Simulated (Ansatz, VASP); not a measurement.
ZnS: VASP beside Ansatz

INCAR

```
SYSTEM = ZnS
PREC = Accurate
ENCUT = 520
EDIFF = 1E-7
ISMEAR = -5
SIGMA = 0.05
LREAL = .False.
LASPH = .True.
NELM = 150
ALGO = Normal
ISIF = 2
LWAVE = .False.
LCHARG = .True.
ISPIN = 2
MAGMOM = 0.58 0
LORBIT = 11
GGA = PE
LELF = .True.
LVHAR = .True.
NBANDS = 20
```

Contents of KPOINTS:

```
Automatic mesh
0
Gamma
  9 9 9
  0 0 0
```

POSCAR

```
ZnS
1.0
    0.0000000000      2.7549938462      2.7549938462
    2.7549938462      0.0000000000      2.7549938462
    2.7549938462      2.7549938462      0.0000000000
Zn S
1 1
Direct
    0.7500000000      0.7500000000      0.7500000000
    0.0000000000      0.0000000000      0.0000000000
```

input.yaml

```yaml
crystal:
  lattice:
    - [0.0, 2.7549938462, 2.7549938462]
    - [2.7549938462, 0.0, 2.7549938462]
    - [2.7549938462, 2.7549938462, 0.0]
  atoms:
    - { symbol: Zn, position: [0.75, 0.75, 0.75], spin: 0.58 }
    - { symbol: S, position: [0.0, 0.0, 0.0] }
hamiltonian:
  xc: pbe
  pseudopotentials: { kind: nc, accuracy: standard, xc_functional: pbesol }
magnetization:
  spin_polarized: true
kpoints:
  mp_grid: { grid: [9, 9, 9] }
scf:
  occupations: { method: tetrahedron }
output:
  forces: true
  stress: true
```

Alike in both runs: task single point; functional PBE; k mesh 9 × 9 × 9; occupations tetrahedron; collinear spin.

|  | VASP | Ansatz |
| --- | --- | --- |
| version | VASP 6.6.1 | Ansatz 0.2.0 |
| potentials or method | VASP PAW PBE potentials, release 64 (Zn, S) | PseudoDojo standard (PBEsol files) |
| plane-wave cutoff (eV) | 520 | 1143 |
| valence electrons in the cell | 18 | 26 |

VASP gave:

| Quantity | Value |
| --- | --- |
| gap on the k mesh at the Fermi level (eV) | 1.86 |
| least direct gap on the mesh (eV) | 1.86 |
| pressure (GPa) | -2.2 |
| net moment per atom (μB) | 0.00 |

Which values does Ansatz return?

gap on the k mesh at the Fermi level (eV): 1.90; least direct gap on the mesh (eV): 1.90; pressure (GPa): -2.3; net moment per atom (μB): 0.00.

VASP's potentials hold 18 valence electrons a cell and Ansatz's 26, so a difference there can come from the potentials and not from the codes.

Noted on Ansatz's run: odd divisions of the mesh miss points on the zone boundary, where band edges often lie, so the gap on the mesh can be too wide.
